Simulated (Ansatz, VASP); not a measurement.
**AlRu: VASP beside Ansatz**

File INCAR:

```
PREC     = Accurate       # precision mode
ENCUT    = 520            # plane-wave cutoff, eV
EDIFF    = 1E-6           # SCF threshold, eV
ISMEAR   = 0              # smearing method
SIGMA    = 0.15           # smearing width, eV
LREAL    = False          # projectors in reciprocal space
LASPH    = True           # aspherical terms in the spheres
NELM     = 80             # most SCF steps
ALGO     = Fast           # electronic algorithm
ISIF     = 2              # what is computed and relaxed
LWAVE    = False          # write WAVECAR
LCHARG   = False          # write CHGCAR
GGA      = PS             # functional
NBANDS   = 16             # bands
```

Contents of KPOINTS:

```
regular mesh
0
Gamma
  16 16 16
```

POSCAR

```
AlRu
1.0
    2.9916000000      0.0000000000      0.0000000000
    0.0000000000      2.9916000000      0.0000000000
    0.0000000000      0.0000000000      3.0364740000
Al Ru
1 1
Direct
    0.0000000000      0.0000000000      0.0000000000
    0.5000000000      0.5000000000      0.5000000000
```

Input for Ansatz:

```yaml
crystal:
  lattice:
    - [2.9916, 0.0, 0.0]
    - [0.0, 2.9916, 0.0]
    - [0.0, 0.0, 3.036474]
  atoms:
    - { symbol: Al, position: [0.0, 0.0, 0.0] }
    - { symbol: Ru, position: [0.5, 0.5, 0.5] }
basis:
  ecutwfc: 420
kpoints:
  mp_grid: { grid: [16, 16, 16] }
hamiltonian:
  xc: pbesol
scf:
  occupations: { method: gaussian, width: 0.15 }
output:
  forces: true
  stress: true
  eigenvalues: true
```

Change from the starting cell: strain +0.0150 x Voigt [0, 0, 1, 0, 0, 0], atoms carried along.

Alike in both runs: task single point; functional PBEsol; k mesh 16 × 16 × 16; occupations gaussian, width 0.15 eV; no spin polarisation.

```csv
,VASP,Ansatz
version,VASP 6.6.1,Ansatz 0.2.0
potentials or method,"VASP PAW PBE potentials, release 64 (Al, Ru_pv), cutoff 520 eV","scalar-relativistic, plane waves, PAW"
valence electrons in the cell,17,19
```

|  | VASP | Ansatz | Ansatz less VASP |
| --- | --- | --- | --- |
| gap on the k mesh at the Fermi level (eV) | none | none | - |
| pressure (GPa) | -6.2 | -6.2 | +0.01 |
| traceless stress, the component that is largest in VASP (GPa) | -1.59 | -1.59 | +0.007 |

VASP's potentials were made for PBE, not for PBEsol. A gap of «none» marks a metal or a gap that the smearing closes. VASP's potentials hold 17 valence electrons a cell and Ansatz's 19, so a difference there can come from the potentials and not from the codes.
